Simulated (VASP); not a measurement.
Pd16Cl, 17 atoms in the cell. The cell holds a slab with vacuum, 17 atoms: a = 7.780 Å, b = 5.501 Å, c = 15.126 Å, α = 90.00°, β = 90.00°, γ = 90.00°. 

* Program: VASP 6.6.1
* Task: single point
* Functional: PBEsol
* Potentials or basis: VASP PAW PBE potentials, release 64 (Pd, Cl)
* Cutoff: 520 eV
* k mesh: 2 × 3 × 1
* Occupations: fermi-dirac, width 0.05 eV
* Spin: no spin polarisation
* Dipole correction: no
* Further INCAR settings: LREAL = Auto; ALGO = Normal; EDIFF = 1e-06; NBANDS = 98

Potentials or basis: VASP PAW PBE potentials, release 64 (Pd, Cl).

Run with:

```bash
$ cat potpaw_PBE.64/Pd/POTCAR potpaw_PBE.64/Cl/POTCAR > POTCAR
$ mpirun -np 1 vasp_std > vasp.out
```

Hardware: 1 thread of Intel Xeon 8259CL, on a shared host.

Question: Estimate the wall time of this run.

Answer: Run time: 23 min on 1 thread of Intel Xeon 8259CL (shared host), peak memory 0.64 GiB. Counts: scf iterations 35, k points 4.
